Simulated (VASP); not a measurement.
# SnTe in VASP: notebook

The runs below take SnTe through single point, with LDA.

Program: VASP 6.6.1. These are calculated values, not measurements. Logs are shortened: lines on timing, memory, paths and dates and some standing lists are left out, and cuts for length are marked.

## Step 1: The cell of the first run

Symmetry: I4/mmm, No. 139, tetragonal system. Conventional cell: a = 4.307 Å, b = 4.307 Å, c = 6.528 Å, α = 90.00°, β = 90.00°, γ = 90.00°. Sn (site symmetry 4/mmm) has 6 Te at 3.05 to 3.26 Å within 4.0 Å. Within 4.0 Å of Te (site symmetry 4/mmm) lie 6 Sn at 3.05 to 3.26 Å.

## Step 2: Single point, LDA

INCAR reads:

```
ALGO     = Normal         # electronic algorithm
EDIFF    = 1E-6           # SCF threshold, eV
ENCUT    = 520            # plane-wave cutoff, eV
GGA      = CA             # functional
ISIF     = 2              # what is computed and relaxed
ISMEAR   = 0              # smearing method
LASPH    = True           # aspherical terms in the spheres
LCHARG   = False          # write CHGCAR
LREAL    = False          # projectors in reciprocal space
LWAVE    = False          # write WAVECAR
NBANDS   = 17             # bands
NELM     = 60             # most SCF steps
PREC     = Accurate       # precision mode
SIGMA    = 0.03           # smearing width, eV
```

KPOINTS reads:

```
k-points
0
Gamma
  10 10 10
```

POSCAR reads:

```
SnTe
1.0
    0.0000000000      3.0457404333      3.2641954759
    3.0457404333      0.0000000000      3.2641954759
    3.0457404333      3.0457404333      0.0000000000
Sn Te
1 1
Direct
    0.0000000000      0.0000000000      0.0000000000
    0.5000000000      0.5000000000      0.5000000000
```

Potentials or basis: VASP PAW LDA potentials, release 64 (Sn_d, Te).

The run is started by

```console
$ cat potpaw_LDA.64/Sn_d/POTCAR potpaw_LDA.64/Te/POTCAR > POTCAR
$ mpirun -np 1 vasp_std > vasp.out
```

OUTCAR:

```text
EDIFF = 1E-6
   ENCUT = 520
   GGA = CA
   ISIF = 2
   ISMEAR = 0
   LASPH = True
   LREAL = False
   NELM = 60
   PREC = Accurate

 ion  position               nearest neighbor table
   1  0.000  0.000  0.000-   2 3.05   2 3.05   2 3.05   2 3.05   2 3.26   2 3.26
   2  0.500  0.500  0.500-   1 3.05   1 3.05   1 3.05   1 3.05   1 3.26   1 3.26

  LATTYP: Found a body centered tetragonal cell.
 ALAT       =     4.3073274282
 C/A-ratio  =     1.5156477098

  Lattice vectors:

 A1 = (  -3.0457404333,   0.0000000000,   3.2641954759)
 A2 = (   3.0457404333,   0.0000000000,   3.2641954759)
 A3 = (   0.0000000000,   3.0457404333,  -3.2641954759)

Analysis of symmetry for initial positions (statically):
=====================================================================
 Subroutine PRICEL returns:
 Original cell was already a primitive cell.

 Routine SETGRP: Setting up the symmetry group for a
 body centered tetragonal supercell.

 Subroutine GETGRP returns: Found 16 space group operations
 (whereof 16 operations were pure point group operations)
 out of a pool of 16 trial point group operations.

The static configuration has the point symmetry D_4h.

Analysis of symmetry for dynamics (positions and initial velocities):
=====================================================================
 Subroutine PRICEL returns:
 Original cell was already a primitive cell.

 Routine SETGRP: Setting up the symmetry group for a
 body centered tetragonal supercell.

 Subroutine GETGRP returns: Found 16 space group operations
 (whereof 16 operations were pure point group operations)
 out of a pool of 16 trial point group operations.

The dynamic configuration has the point symmetry D_4h.

 Subroutine INISYM returns: Found 16 space group operations
 (whereof 16 operations are pure point group operations),
 and found     1 'primitive' translations

----------------------------------------------------------------------------------------

                                     Primitive cell

  volume of cell :      60.5608

  direct lattice vectors                    reciprocal lattice vectors
     0.000000000  3.045740433  3.264195476    -0.164163694  0.164163694  0.153177101
     3.045740433  0.000000000  3.264195476     0.164163694 -0.164163694  0.153177101
     3.045740433  3.045740433  0.000000000     0.164163694  0.164163694 -0.153177101

  length of vectors
     4.464471625  4.464471625  4.307327428     0.278141441  0.278141441  0.278141441

  position of ions in fractional coordinates (direct lattice)
     0.000000000  0.000000000  0.000000000
     0.500000000  0.500000000  0.500000000

  ion indices of the primitive-cell ions
   primitive index   ion index
                 1           1
                 2           2

----------------------------------------------------------------------------------------

 KPOINTS: k-points

Automatic generation of k-mesh.
 Grid dimensions read from file:
 generate k-points for:   10   10   10

 Generating k-lattice:

  Cartesian coordinates                     Fractional coordinates (reciprocal lattice)
    -0.016416369  0.016416369  0.015317710     0.100000000  0.000000000  0.000000000
     0.016416369 -0.016416369  0.015317710     0.000000000  0.100000000  0.000000000
     0.016416369  0.016416369 -0.015317710     0.000000000  0.000000000  0.100000000

  Length of vectors
     0.027814144  0.027814144  0.027814144

  Shift w.r.t. Gamma in fractional coordinates (k-lattice)
     0.000000000  0.000000000  0.000000000

 Subroutine IBZKPT returns following result:
 ===========================================

 Found    102 irreducible k-points:

 Following reciprocal coordinates:
            Coordinates               Weight
  0.000000  0.000000  0.000000      1.000000
  0.100000 -0.000000  0.000000      8.000000
  0.200000 -0.000000  0.000000      8.000000
  0.300000  0.000000  0.000000      8.000000
  0.400000 -0.000000  0.000000      8.000000
  0.500000 -0.000000  0.000000      4.000000
[... 16 lines left out ...]
  0.300000  0.300000  0.000000      2.000000
  0.400000  0.300000  0.000000      8.000000
 [... further k-points ...]
   k-points           NKPTS =    102   k-points in BZ     NKDIM =    102   number of bands    NBANDS=     17
   number of dos      NEDOS =    301   number of ions     NIONS =      2
   total plane-waves  NPLWV =  41472
   dimension x,y,z NGX =    36 NGY =   36 NGZ =   32
   dimension x,y,z NGXF=    72 NGYF=   72 NGZF=   64
   ions per type =               1   1
   NGX,Y,Z   is equivalent  to a cutoff of  13.41, 13.41, 12.35 a.u.
   NGXF,Y,Z  is equivalent  to a cutoff of  26.81, 26.81, 24.70 a.u.
 SYSTEM =  unknown system
   PREC   = accura    normal or accurate (medium, high low for compatibility)
   ISTART =      0    job   : 0-new  1-cont  2-samecut
   ICHARG =      2    charge: 1-file 2-atom 10-const
   ISPIN  =      1    spin polarized calculation?
   LNONCOLLINEAR =      F non collinear calculations
   LSORBIT =      F    spin-orbit coupling
   LASPH  =      T    aspherical Exc in radial PAW
   ENCUT  =  520.0 eV  38.22 Ry    6.18 a.u.   8.30  8.30  8.01*2*pi/ulx,y,z
   NELM   =     60;   NELMIN=  2; NELMDL= -5     # of ELM steps
   EDIFF  = 0.1E-05   stopping-criterion for ELM
   LREAL  =      F    real-space projection
   EDIFFG = 0.1E-04   stopping-criterion for IOM
   NSW    =      0    number of steps for IOM
   IBRION =     -1    ionic relax: 0-MD 1-quasi-New 2-CG
   NFREE  =      0    steps in history (QN), initial steepest desc. (CG)
   ISIF   =      2    stress and relaxation
   ISYM   =      2    0-nonsym 1-usesym 2-fastsym
   POTIM  = 0.5000    time-step for ionic-motion
   TEBEG  =    0.0;   TEEND  =   0.0 temperature during run
   PSTRESS=    0.0 pullay stress
   NELECT =      20.0000    total number of electrons
   NUPDOWN=      -1.0000    fix difference up-down
   EMIN   =  10.00;   EMAX   =-10.00  energy-range for DOS
   EFERMI =   0.00;   METHOD = LEGACY
   ISMEAR =     0;   SIGMA  =   0.03  broadening in eV -4-tet -1-fermi 0-gaus
   EFERMI_NEDOS =   21; number of points for ismear=-14 and -15
   IALGO  =     38    algorithm
   IMIX   =      4    mixing-type and parameters
     AMIX     =   0.40;   BMIX     =  1.00
     AMIX_MAG =   1.60;   BMIX_MAG =  1.00
  volume/ion in A,a.u.               =      30.28       204.34
  Fermi-wavevector in a.u.,A,eV,Ry     =   1.131586  2.138387 17.422078  1.280487
  Thomas-Fermi vector in A             =   2.268285
   LORBIT       =      0    0 simple, 1 ext, 2 COOP (PROOUT), +10 PAW based schemes
   GGA     = CA    functional components
   LHFCALC =     F    Hartree Fock is set to
   AEXX    =    0.0000 exact exchange contribution
   IVDW    =     0    specifies the selected vdW correction
   LEPSILON=     F    determine dielectric tensor
   LRPA    =     F    only Hartree local field effects (RPA)
 non-spin polarized calculation
 Gauss-broadening in eV      SIGMA  =   0.03
  energy-cutoff  :      520.00
  volume of cell :       60.56
 maximum number of plane-waves:      1646
 NGX is ok and might be reduce to    36
   NGX = 17   NGY = 17   NGZ = 17

 number of electron      20.0000001 magnetization

 Free energy of the ion-electron system (eV)
  ---------------------------------------------------
  ext. energy  EPLUGINS =         0.00000000
  ---------------------------------------------------
  free energy    TOTEN  =        -8.75300626 eV

  energy without entropy =       -8.75283967  energy(sigma->0) =       -8.75292297

 E-fermi :   7.1755     XC(G=0):  -9.8759

 val. band max:        7.0877607947   @ k =  -0.3000   0.1000   0.0000
 cond. band min:       7.1785529365   @ k =  -0.4000   0.1000   0.2000
 fundamental gap:      0.0907921418
 Fermi energy:         7.1755424478

 k-point     1 :       0.0000    0.0000    0.0000
  band No.  band energies     occupation
      1     -14.6662      2.00000
      2     -14.6481      2.00000
      3     -14.6481      2.00000
      4     -14.6471      2.00000
      5     -14.6348      2.00000
      6      -5.9386      2.00000
[... 9 lines left out ...]
     16      12.0636      0.00000
     17      13.1894      0.00000

 k-point     2 :       0.1000   -0.0000    0.0000
  band No.  band energies     occupation
      1     -14.6663      2.00000
      2     -14.6482      2.00000
      3     -14.6480      2.00000
      4     -14.6473      2.00000
      5     -14.6340      2.00000
      6      -5.8498      2.00000
[... 9 lines left out ...]
     16      12.2547      0.00000
     17      13.7593      0.00000

 k-point     3 :       0.2000   -0.0000    0.0000
  band No.  band energies     occupation
      1     -14.6667      2.00000
      2     -14.6506      2.00000
      3     -14.6476      2.00000
      4     -14.6456      2.00000
      5     -14.6319      2.00000
      6      -5.5922      2.00000
[... 9 lines left out ...]
     16      12.7891      0.00000
     17      15.0690      0.00000

 k-point     4 :       0.3000    0.0000    0.0000
  band No.  band energies     occupation
      1     -14.6675      2.00000
      2     -14.6537      2.00000
      3     -14.6471      2.00000
      4     -14.6435      2.00000
      5     -14.6291      2.00000
      6      -5.2018      2.00000
[... 9 lines left out ...]
     16      13.6434      0.00000
     17      16.6585      0.00000

 k-point     5 :       0.4000   -0.0000    0.0000
  band No.  band energies     occupation
      1     -14.6683      2.00000
      2     -14.6562      2.00000
      3     -14.6467      2.00000
      4     -14.6417      2.00000
      5     -14.6267      2.00000
      6      -4.7796      2.00000
[... 9 lines left out ...]
     16      14.9842      0.00000
     17      17.0391      0.00000

 k-point     6 :       0.5000   -0.0000    0.0000
  band No.  band energies     occupation
      1     -14.6686      2.00000
      2     -14.6571      2.00000
      3     -14.6466      2.00000
      4     -14.6411      2.00000
      5     -14.6257      2.00000
      6      -4.5697      2.00000
[... 9 lines left out ...]
     16      15.8625      0.00000
     17      16.4306      0.00000

 k-point     7 :       0.1000    0.1000    0.0000
  band No.  band energies     occupation
      1     -14.6677      2.00000
      2     -14.6471      2.00000
      3     -14.6471      2.00000
      4     -14.6467      2.00000
      5     -14.6351      2.00000
      6      -5.8373      2.00000
[... 9 lines left out ...]
     16      12.5598      0.00000
     17      14.5783      0.00000

 k-point     8 :       0.2000    0.1000    0.0000
  band No.  band energies     occupation
      1     -14.6691      2.00000
      2     -14.6479      2.00000
      3     -14.6462      2.00000
      4     -14.6451      2.00000
      5     -14.6346      2.00000
      6      -5.6530      2.00000
[... 9 lines left out ...]
     16      13.1269      0.00000
     17      15.4903      0.00000
[... 203 lines left out ...]
      1     -14.6733      2.00000
      2     -14.6521      2.00000
      3     -14.6435      2.00000
      4     -14.6400      2.00000
      5     -14.6304      2.00000
      6      -4.5803      2.00000
[... 9 lines left out ...]
     16      16.2506      0.00000
     17      16.4326      0.00000

 k-point    20 :      -0.4000    0.2000    0.0000
  band No.  band energies     occupation
      1     -14.6711      2.00000
      2     -14.6546      2.00000
      3     -14.6450      2.00000
      4     -14.6407      2.00000
      5     -14.6275      2.00000
      6      -4.4413      2.00000
[... 9 lines left out ...]
     16      14.9832      0.00000
     17      16.8415      0.00000

 k-point    21 :      -0.3000    0.2000    0.0000
  band No.  band energies     occupation
      1     -14.6685      2.00000
      2     -14.6557      2.00000
      3     -14.6467      2.00000
      4     -14.6424      2.00000
      5     -14.6260      2.00000
      6      -4.6476      2.00000
[... 9 lines left out ...]
     16      15.1490      0.00000
     17      16.1219      0.00000

 k-point    22 :      -0.2000    0.2000    0.0000
  band No.  band energies     occupation
      1     -14.6664      2.00000
      2     -14.6552      2.00000
      3     -14.6480      2.00000
      4     -14.6442      2.00000
      5     -14.6265      2.00000
      6      -5.0253      2.00000
[... 9 lines left out ...]
     16      14.2876      0.00000
     17      15.7047      0.00000

 k-point    23 :       0.3000    0.3000    0.0000
  band No.  band energies     occupation
      1     -14.6771      2.00000
      2     -14.6445      2.00000
      3     -14.6412      2.00000
      4     -14.6412      2.00000
      5     -14.6372      2.00000
      6      -5.1284      2.00000
[... 9 lines left out ...]
     16      15.4358      0.00000
     17      15.4430      0.00000

 k-point    24 :       0.4000    0.3000    0.0000
  band No.  band energies     occupation
      1     -14.6787      2.00000
      2     -14.6452      2.00000
      3     -14.6402      2.00000
      4     -14.6395      2.00000
      5     -14.6367      2.00000
      6      -4.8617      2.00000
[... 9 lines left out ...]
     16      16.2486      0.00000
     17      16.5772      0.00000

 [... further k-points ...]

------------------------ aborting loop because EDIFF is reached ----------------------------------------

  FORCE on cell =-STRESS in cart. coord.  units (eV):
  Direction    XX          YY          ZZ          XY          YZ          ZX
  --------------------------------------------------------------------------------------
  -------------------------------------------------------------------------------------
  Total        1.3317188      1.3317188     -1.8872870      0.0000000     -0.0000000     -0.0000000
  in kB       35.2315045     35.2315045    -49.9294298      0.0000000     -0.0000000     -0.0000000
  external PRESSURE =       6.8445264 kB  Pullay stress =       0.0000000 kB

 VOLUME and BASIS-vectors are now :
 -----------------------------------------------------------------------------
  energy-cutoff  :      520.00
  volume of cell :       60.56
      direct lattice vectors                 reciprocal lattice vectors
     0.000000000  3.045740433  3.264195476    -0.164163694  0.164163694  0.153177101
     3.045740433  0.000000000  3.264195476     0.164163694 -0.164163694  0.153177101
     3.045740433  3.045740433  0.000000000     0.164163694  0.164163694 -0.153177101

 POSITION                                       TOTAL-FORCE (eV/Angst)
 -----------------------------------------------------------------------------------
      0.00000      0.00000      0.00000        -0.000000      0.000000      0.000000
      3.04574      3.04574      3.26420         0.000000     -0.000000      0.000000
 -----------------------------------------------------------------------------------
    total drift:                               -0.000000      0.000000      0.000000

  FREE ENERGIE OF THE ION-ELECTRON SYSTEM (eV)
  ---------------------------------------------------
  free  energy   TOTEN  =        -8.7530062600 eV

  energy  without entropy=       -8.7528396736  energy(sigma->0) =       -8.75292297
```

It took 3 min on 1 thread of Intel Xeon 8259CL, shared host; peak memory 0.24 GiB.

Results:

| Quantity | Value |
| --- | --- |
| Free energy | -8.7530 eV |
| Pressure | 0.7 GPa |
| Band gap on the k mesh | zero (bands 10 and 11 overlap by 0.02 eV) |

Stress tensor (GPa, compression positive):
```
 3.52  0.00  0.00
 0.00  3.52  0.00
 0.00  0.00 -4.99
```

Caveat: the stress differs along the axes, from -5 to 4 GPa; semilocal functionals underestimate gaps, and a narrow one can read as zero; spin-orbit coupling is left out, which moves the levels of the heavy elements.

[end of part 1 of 2]

The gap in the log of VASP goes by the Fermi energy; the results here count the filled bands.